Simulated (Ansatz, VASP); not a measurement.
AlRu: VASP beside Ansatz

INCAR

```
ALGO = Fast
EDIFF = 1E-6
ENCUT = 520
GGA = PE
ISIF = 2
ISMEAR = 0
LASPH = T
LCHARG = F
LREAL = F
LWAVE = F
NBANDS = 16
NELM = 60
PREC = Accurate
SIGMA = 0.15
```

KPOINTS

```
k-points
0
Gamma
  16 16 16
```

Contents of POSCAR:

```
AlRu
1.0
    3.0813480000      0.0000000000      0.0000000000
    0.0000000000      3.0813480000      0.0000000000
    0.0000000000      0.0000000000      2.9916000000
Al Ru
1 1
Direct
    0.0000000000      0.0000000000      0.0000000000
    0.5000000000      0.5000000000      0.5000000000
```

Input for Ansatz:

```yaml
crystal:
  lattice:
    - [3.081348, 0.0, 0.0]
    - [0.0, 3.081348, 0.0]
    - [0.0, 0.0, 2.9916]
  atoms:
    - { symbol: Al, position: [0.0, 0.0, 0.0] }
    - { symbol: Ru, position: [0.5, 0.5, 0.5] }
basis:
  ecutwfc: 420
kpoints:
  mp_grid: { grid: [16, 16, 16] }
hamiltonian:
  xc: pbe
scf:
  occupations: { method: gaussian, width: 0.15 }
output:
  forces: true
  stress: true
  eigenvalues: true
```

Change from the starting cell: strain +0.030 along x and y, +0.000 along z, atoms carried along.

Alike in both runs: task single point; functional PBE; k mesh 16 × 16 × 16; occupations gaussian, width 0.15 eV; no spin polarisation.

```csv
,VASP,Ansatz
version,VASP 6.6.1,Ansatz 0.2.0
potentials or method,"VASP PAW PBE potentials, release 64 (Al, Ru_pv), cutoff 520 eV","scalar-relativistic, plane waves, PAW"
valence electrons in the cell,17,19
```

|  | VASP | Ansatz | Ansatz less VASP |
| --- | --- | --- | --- |
| gap on the k mesh at the Fermi level (eV) | none | none | - |
| pressure (GPa) | -8.5 | -8.5 | +0.07 |
| traceless stress, the component that is largest in VASP (GPa) | 2.96 | 2.95 | -0.010 |

A gap of «none» marks a metal or a gap that the smearing closes. VASP's potentials hold 17 valence electrons a cell and Ansatz's 19, so a difference there can come from the potentials and not from the codes.
